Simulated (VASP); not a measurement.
# PtS2 (P-3m1) in VASP: settings compared

The runs below take PtS2 through single point, with LDA, PBEsol.

All numbers are computed with VASP 6.6.1; they aren't measurements. Logs are shortened: lines on timing, memory, paths and dates and some standing lists are left out, and cuts for length are marked.

## (1) The cell of the first run

The structure is trigonal, space group P-3m1 (No. 164). The conventional cell has a = 3.495 Å, b = 3.495 Å, c = 4.971 Å, α = 90.00°, β = 90.00°, γ = 120.00°. Pt (site symmetry -3m) has 6 S at 2.31 Å within 3.1 Å. Within 3.1 Å of S (site symmetry 3m) lie 3 Pt at 2.31 Å and 3 S at 3.03 Å.

## (2) Single point, LDA (17.53 Å³/atom)

File INCAR:

```
SYSTEM = PtS2
  ALGO = Normal
  EDIFF = 1E-6
  ENCUT = 520
  GGA = CA
  ISIF = 2
  ISMEAR = -1
  LASPH = .True.
  LCHARG = .False.
  LREAL = .False.
  LWAVE = .False.
  NBANDS = 18
  NELM = 80
  PREC = Accurate
  SIGMA = 0.05
```

File KPOINTS:

```
k-points
0
Gamma
  9 9 5
  0 0 0
```

File POSCAR:

```
PtS2
1.0
    3.4953130487      0.0000000000      0.0000000000
   -1.7476565244      3.0270298944      0.0000000000
    0.0000000000      0.0000000000      4.9706997601
Pt S
1 2
Direct
    0.0000000000      0.0000000000      0.0000000000
    0.6666666667      0.3333333333      0.7730000000
    0.3333333333      0.6666666667      0.2270000000
```

Potentials or basis: VASP PAW LDA potentials, release 64 (Pt, S).

Command:

```
> cat potpaw_LDA.64/Pt/POTCAR potpaw_LDA.64/S/POTCAR > POTCAR
> mpirun -np 1 vasp_std > vasp.out
```

OUTCAR:

```text
SYSTEM = PtS2
   EDIFF = 1E-6
   ENCUT = 520
   GGA = CA
   ISIF = 2
   ISMEAR = -1
   LASPH = .True.
   LREAL = .False.
   NELM = 80
   PREC = Accurate

 ion  position               nearest neighbor table
   1  0.000  0.000  0.000-   2 2.31   3 2.31   2 2.31   3 2.31   2 2.31   3 2.31
   2  0.667  0.333  0.773-   1 2.31   1 2.31   1 2.31
   3  0.333  0.667  0.227-   1 2.31   1 2.31   1 2.31

  LATTYP: Found a hexagonal cell.
 ALAT       =     3.4953130487
 C/A-ratio  =     1.4221043125

  Lattice vectors:

 A1 = (   3.4953130487,   0.0000000000,   0.0000000000)
 A2 = (  -1.7476565244,   3.0270298944,   0.0000000000)
 A3 = (   0.0000000000,   0.0000000000,   4.9706997601)

Analysis of symmetry for initial positions (statically):
=====================================================================
 Subroutine PRICEL returns:
 Original cell was already a primitive cell.

 Routine SETGRP: Setting up the symmetry group for a
 hexagonal supercell.

 Subroutine GETGRP returns: Found 12 space group operations
 (whereof 12 operations were pure point group operations)
 out of a pool of 24 trial point group operations.

The static configuration has the point symmetry D_3d.

Analysis of symmetry for dynamics (positions and initial velocities):
=====================================================================
 Subroutine PRICEL returns:
 Original cell was already a primitive cell.

 Routine SETGRP: Setting up the symmetry group for a
 hexagonal supercell.

 Subroutine GETGRP returns: Found 12 space group operations
 (whereof 12 operations were pure point group operations)
 out of a pool of 24 trial point group operations.

The dynamic configuration has the point symmetry D_3d.

 Subroutine INISYM returns: Found 12 space group operations
 (whereof 12 operations are pure point group operations),
 and found     1 'primitive' translations

----------------------------------------------------------------------------------------

                                     Primitive cell

  volume of cell :      52.5921

  direct lattice vectors                    reciprocal lattice vectors
     3.495313049  0.000000000  0.000000000     0.286097407  0.165178415  0.000000000
    -1.747656524  3.027029894  0.000000000     0.000000000  0.330356830  0.000000000
     0.000000000  0.000000000  4.970699760     0.000000000  0.000000000  0.201178918

  length of vectors
     3.495313049  3.495313049  4.970699760     0.330356830  0.330356830  0.201178918

  position of ions in fractional coordinates (direct lattice)
     0.000000000  0.000000000  0.000000000
     0.666666667  0.333333333  0.773000000
     0.333333333  0.666666667  0.227000000

  ion indices of the primitive-cell ions
   primitive index   ion index
                 1           1
                 2           2
                 3           3

----------------------------------------------------------------------------------------

 KPOINTS: k-points

Automatic generation of k-mesh.
 Grid dimensions read from file:
 generate k-points for:    9    9    5

 Generating k-lattice:

  Cartesian coordinates                     Fractional coordinates (reciprocal lattice)
     0.031788601  0.018353157  0.000000000     0.111111111  0.000000000  0.000000000
     0.000000000  0.036706314  0.000000000     0.000000000  0.111111111  0.000000000
     0.000000000  0.000000000  0.040235784     0.000000000  0.000000000  0.200000000

  Length of vectors
     0.036706314  0.036706314  0.040235784

  Shift w.r.t. Gamma in fractional coordinates (k-lattice)
     0.000000000  0.000000000  0.000000000

 Subroutine IBZKPT returns following result:
 ===========================================

 Found     50 irreducible k-points:

 Following reciprocal coordinates:
            Coordinates               Weight
  0.000000  0.000000  0.000000      1.000000
  0.111111 -0.000000  0.000000      6.000000
  0.222222  0.000000  0.000000      6.000000
  0.333333  0.000000  0.000000      6.000000
  0.444444  0.000000  0.000000      6.000000
  0.111111  0.111111  0.000000      6.000000
[... 16 lines left out ...]
  0.222222  0.111111  0.200000     12.000000
 -0.111111  0.333333  0.200000     12.000000
 [... further k-points ...]
   k-points           NKPTS =     50   k-points in BZ     NKDIM =     50   number of bands    NBANDS=     18
   number of dos      NEDOS =    301   number of ions     NIONS =      3
   total plane-waves  NPLWV =  31360
   dimension x,y,z NGX =    28 NGY =   28 NGZ =   40
   dimension x,y,z NGXF=    56 NGYF=   56 NGZF=   80
   ions per type =               1   2
   NGX,Y,Z   is equivalent  to a cutoff of  13.32, 13.32, 13.38 a.u.
   NGXF,Y,Z  is equivalent  to a cutoff of  26.64, 26.64, 26.76 a.u.
 SYSTEM =  PtS2
   PREC   = accura    normal or accurate (medium, high low for compatibility)
   ISTART =      0    job   : 0-new  1-cont  2-samecut
   ICHARG =      2    charge: 1-file 2-atom 10-const
   ISPIN  =      1    spin polarized calculation?
   LNONCOLLINEAR =      F non collinear calculations
   LSORBIT =      F    spin-orbit coupling
   LASPH  =      T    aspherical Exc in radial PAW
   ENCUT  =  520.0 eV  38.22 Ry    6.18 a.u.   6.50  6.50  9.24*2*pi/ulx,y,z
   NELM   =     80;   NELMIN=  2; NELMDL= -5     # of ELM steps
   EDIFF  = 0.1E-05   stopping-criterion for ELM
   LREAL  =      F    real-space projection
   EDIFFG = 0.1E-04   stopping-criterion for IOM
   NSW    =      0    number of steps for IOM
   IBRION =     -1    ionic relax: 0-MD 1-quasi-New 2-CG
   NFREE  =      0    steps in history (QN), initial steepest desc. (CG)
   ISIF   =      2    stress and relaxation
   ISYM   =      2    0-nonsym 1-usesym 2-fastsym
   POTIM  = 0.5000    time-step for ionic-motion
   TEBEG  =    0.0;   TEEND  =   0.0 temperature during run
   PSTRESS=    0.0 pullay stress
   NELECT =      22.0000    total number of electrons
   NUPDOWN=      -1.0000    fix difference up-down
   EMIN   =  10.00;   EMAX   =-10.00  energy-range for DOS
   EFERMI =   0.00;   METHOD = LEGACY
   ISMEAR =    -1;   SIGMA  =   0.05  broadening in eV -4-tet -1-fermi 0-gaus
   EFERMI_NEDOS =   21; number of points for ismear=-14 and -15
   IALGO  =     38    algorithm
   IMIX   =      4    mixing-type and parameters
     AMIX     =   0.40;   BMIX     =  1.00
     AMIX_MAG =   1.60;   BMIX_MAG =  1.00
  volume/ion in A,a.u.               =      17.53       118.30
  Fermi-wavevector in a.u.,A,eV,Ry     =   1.224359  2.313704 20.395897  1.499056
  Thomas-Fermi vector in A             =   2.359437
   LORBIT       =      0    0 simple, 1 ext, 2 COOP (PROOUT), +10 PAW based schemes
   GGA     = CA    functional components
   LHFCALC =     F    Hartree Fock is set to
   AEXX    =    0.0000 exact exchange contribution
   IVDW    =     0    specifies the selected vdW correction
   LEPSILON=     F    determine dielectric tensor
   LRPA    =     F    only Hartree local field effects (RPA)
 non-spin polarized calculation
  energy-cutoff  :      520.00
  volume of cell :       52.59
 maximum number of plane-waves:      1459
 NGX is ok and might be reduce to    28
   NGX = 13   NGY = 13   NGZ = 19

 number of electron      22.0000002 magnetization

 Free energy of the ion-electron system (eV)
  ---------------------------------------------------
  ext. energy  EPLUGINS =         0.00000000
  ---------------------------------------------------
  free energy    TOTEN  =       -18.02590761 eV

  energy without entropy =      -18.02590094  energy(sigma->0) =      -18.02590428

 E-fermi :   7.6816     XC(G=0): -11.0959

 val. band max:        7.2360580944   @ k =   0.0000   0.2222   0.2000
 cond. band min:       8.1906835252   @ k =   0.0000   0.3333   0.2000
 fundamental gap:      0.9546254308
 Fermi energy:         7.6816260090

 k-point     1 :       0.0000    0.0000    0.0000
  band No.  band energies     occupation
      1      -8.7283      2.00000
      2      -5.1664      2.00000
      3      -0.2668      2.00000
      4      -0.2668      2.00000
      5      -0.1155      2.00000
      6       2.9347      2.00000
[... 10 lines left out ...]
     17      15.0217      0.00000
     18      19.3659      0.00000

 k-point     2 :       0.1111   -0.0000    0.0000
  band No.  band energies     occupation
      1      -8.5501      2.00000
      2      -5.2952      2.00000
      3      -0.1472      2.00000
      4      -0.1130      2.00000
      5       0.0609      2.00000
      6       2.6864      2.00000
[... 10 lines left out ...]
     17      15.5897      0.00000
     18      18.1164      0.00000

 k-point     3 :       0.2222    0.0000    0.0000
  band No.  band energies     occupation
      1      -8.0490      2.00000
      2      -5.5958      2.00000
      3       0.1596      2.00000
      4       0.1924      2.00000
      5       0.6064      2.00000
      6       1.9326      2.00000
[... 10 lines left out ...]
     17      16.4225      0.00000
     18      16.5588      0.00000

 k-point     4 :       0.3333    0.0000    0.0000
  band No.  band energies     occupation
      1      -7.3454      2.00000
      2      -5.9153      2.00000
      3       0.0522      2.00000
      4       0.4793      2.00000
      5       1.3412      2.00000
      6       1.4706      2.00000
[... 375 lines left out ...]
      4       0.0620      2.00000
      5       0.9178      2.00000
      6       2.3272      2.00000
[... 10 lines left out ...]
     17      16.3707      0.00000
     18      16.6976      0.00000

 k-point    23 :       0.2222    0.1111    0.2000
  band No.  band energies     occupation
      1      -7.5056      2.00000
      2      -5.9489      2.00000
      3       0.1870      2.00000
      4       0.3523      2.00000
      5       1.0878      2.00000
      6       1.9174      2.00000
[... 10 lines left out ...]
     17      16.4315      0.00000
     18      16.7711      0.00000

 k-point    24 :      -0.1111    0.3333    0.2000
  band No.  band energies     occupation
      1      -7.5332      2.00000
      2      -5.8861      2.00000
      3       0.0064      2.00000
      4       0.2989      2.00000
      5       1.2697      2.00000
      6       1.6284      2.00000
[... 10 lines left out ...]
     17      15.6163      0.00000
     18      17.7136      0.00000

 [... further k-points ...]

------------------------ aborting loop because EDIFF is reached ----------------------------------------

  FORCE on cell =-STRESS in cart. coord.  units (eV):
  Direction    XX          YY          ZZ          XY          YZ          ZX
  --------------------------------------------------------------------------------------
  -------------------------------------------------------------------------------------
  Total        3.9869619      3.9869619      2.7400946     -0.0000000      0.0000000      0.0000000
  in kB      121.4597396    121.4597396     83.4748821     -0.0000000      0.0000000      0.0000000
  external PRESSURE =     108.7981204 kB  Pullay stress =       0.0000000 kB

 VOLUME and BASIS-vectors are now :
 -----------------------------------------------------------------------------
  energy-cutoff  :      520.00
  volume of cell :       52.59
      direct lattice vectors                 reciprocal lattice vectors
     3.495313049  0.000000000  0.000000000     0.286097407  0.165178415  0.000000000
    -1.747656524  3.027029894  0.000000000     0.000000000  0.330356830  0.000000000
     0.000000000  0.000000000  4.970699760     0.000000000  0.000000000  0.201178918

 POSITION                                       TOTAL-FORCE (eV/Angst)
 -----------------------------------------------------------------------------------
      0.00000      0.00000      0.00000         0.000000      0.000000      0.000000
      1.74766      1.00901      3.84235         0.000000      0.000000     -1.466635
     -0.00000      2.01802      1.12835        -0.000000     -0.000000      1.466635
 -----------------------------------------------------------------------------------
    total drift:                                0.000000     -0.000000      0.000000

  FREE ENERGIE OF THE ION-ELECTRON SYSTEM (eV)
  ---------------------------------------------------
  free  energy   TOTEN  =       -18.0259076108 eV

  energy  without entropy=      -18.0259009404  energy(sigma->0) =      -18.02590428
```

Run time: 73 s. Hardware: 1 thread of Intel Xeon 8259CL, shared host; peak memory 0.18 GiB.

What came out:

```
Free energy            : -18.0259 eV
Pressure               : 10.9 GPa
Largest force          : 1.467 eV/Å
Band gap on the k mesh : 0.95 eV (least direct gap 1.01 eV)
```

Forces in eV/Å, atoms in the order of the input:
```
Pt   0.000  0.000  0.000
S    0.000  0.000 -1.467
S    0.000  0.000  1.467
```

Stress tensor (GPa, compression positive):
```
12.15  0.00  0.00
 0.00 12.15  0.00
 0.00  0.00  8.35
```

Levels at points of the mesh, in eV from the valence-band top:
```csv
k point,band 9,band 10,band 11,band 12,band 13,band 14
"(0.00, 0.00, 0.00)",-1.21,-1.21,-0.21,2.51,2.51,4.57
```

Caveat: the cell stands under pressure; spin-orbit coupling is left out, which moves the levels of the heavy elements; an odd mesh through Γ misses points on the zone boundary, where band edges can lie; forces of over 1 eV/Å act on the atoms, so gaps and moduli don't describe the material at rest.

## (3) Single point, LDA (17.90 Å³/atom)

This run uses another cell than the first one, of 17.90 Å³/atom.

File INCAR:

```
  PREC = Accurate
  ENCUT = 520
  EDIFF = 1E-6
  ISMEAR = -1
  SIGMA = 0.05
  LREAL = F
  LASPH = T
  NELM = 100
  ALGO = Normal
  ISIF = 2
  LWAVE = F
  LCHARG = F
  GGA = CA
  NBANDS = 18
```

File KPOINTS:

```
Automatic mesh
0
Gamma
  9 9 5
```

File POSCAR:

```
PtS2
1.0
    3.5194194177      0.0000000000      0.0000000000
   -1.7597097089      3.0479066223      0.0000000000
    0.0000000000      0.0000000000      5.0049815314
Pt S
1 2
Direct
    0.0000000000      0.0000000000      0.0000000000
    0.6666666667      0.3333333333      0.7730000000
    0.3333333333      0.6666666667      0.2270000000
```

Potentials or basis: VASP PAW LDA potentials, release 64 (Pt, S).

Command:

```
> cat potpaw_LDA.64/Pt/POTCAR potpaw_LDA.64/S/POTCAR > POTCAR
> mpirun -np 1 vasp_std > vasp.out
```

Wall time 65 s (1 thread of Intel Xeon 8259CL, shared host); peak memory 0.18 GiB.

It converged, with:

```yaml
Free_energy: -18.0873 eV
Pressure: 7.0 GPa
Largest_force: 1.122 eV/Å
Band_gap_on_the_k_mesh: 0.93 eV (least direct gap 0.98 eV)
```

Forces on the atoms (eV/Å):
```
Pt   0.000  0.000  0.000
S    0.000  0.000 -1.122
S    0.000  0.000  1.122
```

Stress tensor (GPa, compression positive):
```
7.65 0.00 0.00
0.00 7.65 0.00
0.00 0.00 5.69
```

Levels at points of the mesh, in eV from the valence-band top:
| k point | band 7 | band 8 | band 9 | band 10 | band 11 | band 12 | band 13 | band 14 | band 15 | band 16 |
| --- | --- | --- | --- | --- | --- | --- | --- | --- | --- | --- |
| (0.00, 0.00, 0.00) | -4.17 | -1.87 | -1.18 | -1.18 | -0.18 | 2.46 | 2.46 | 4.60 | 5.67 | 7.80 |

Caveat: the cell stands under pressure; spin-orbit coupling is left out, which moves the levels of the heavy elements; an odd mesh through Γ misses points on the zone boundary, where band edges can lie; forces of over 1 eV/Å act on the atoms, so gaps and moduli don't describe the material at rest.

## (4) Single point, LDA (18.99 Å³/atom)

This run uses another cell than the first one, of 18.99 Å³/atom.

File INCAR:

```
SYSTEM = PtS2
PREC = Accurate
ENCUT = 520
EDIFF = 1E-6
ISMEAR = -1
SIGMA = 0.05
LREAL = .False.
LASPH = .True.
NELM = 60
ALGO = Normal
ISIF = 2
LWAVE = .False.
LCHARG = .False.
NBANDS = 18
```

File KPOINTS:

```
Automatic mesh
0
Gamma
  9 9 5
  0 0 0
```

File POSCAR:

```
PtS2
1.0
    3.5898263996      0.0000000000      0.0000000000
   -1.7949131998      3.1088808573      0.0000000000
    0.0000000000      0.0000000000      5.1051076040
Pt S
1 2
Direct
    0.0000000000      0.0000000000      0.0000000000
    0.6666666667      0.3333333333      0.7730000000
    0.3333333333      0.6666666667      0.2270000000
```

Command:

```
> cat potpaw_LDA.64/Pt/POTCAR potpaw_LDA.64/S/POTCAR > POTCAR
> mpirun -np 1 vasp_std > vasp.out
```

It took 66 s on 1 thread of Intel Xeon 8259CL, shared host; peak memory 0.19 GiB.

It converged, with:

```yaml
Free_energy: -18.1312 eV
Pressure: -2.3 GPa
Largest_force: 0.243 eV/Å
Band_gap_on_the_k_mesh: 0.87 eV (least direct gap 0.92 eV)
```

Forces in eV/Å, atoms in the order of the input:
```
Pt   0.000  0.000  0.000
S    0.000  0.000 -0.243
S    0.000  0.000  0.243
```

Stress tensor (GPa, compression positive):
```
-3.13  0.00  0.00
 0.00 -3.13  0.00
 0.00  0.00 -0.75
```

Levels at points of the mesh, in eV from the valence-band top:
| k point | band 7 | band 8 | band 9 | band 10 | band 11 | band 12 | band 13 | band 14 | band 15 | band 16 |
| --- | --- | --- | --- | --- | --- | --- | --- | --- | --- | --- |
| (0.00, 0.00, 0.00) | -3.79 | -1.74 | -1.10 | -1.10 | -0.10 | 2.31 | 2.31 | 4.68 | 5.21 | 7.84 |

Caveat: spin-orbit coupling is left out, which moves the levels of the heavy elements; an odd mesh through Γ misses points on the zone boundary, where band edges can lie.

(Continued in part 2 of 2.)
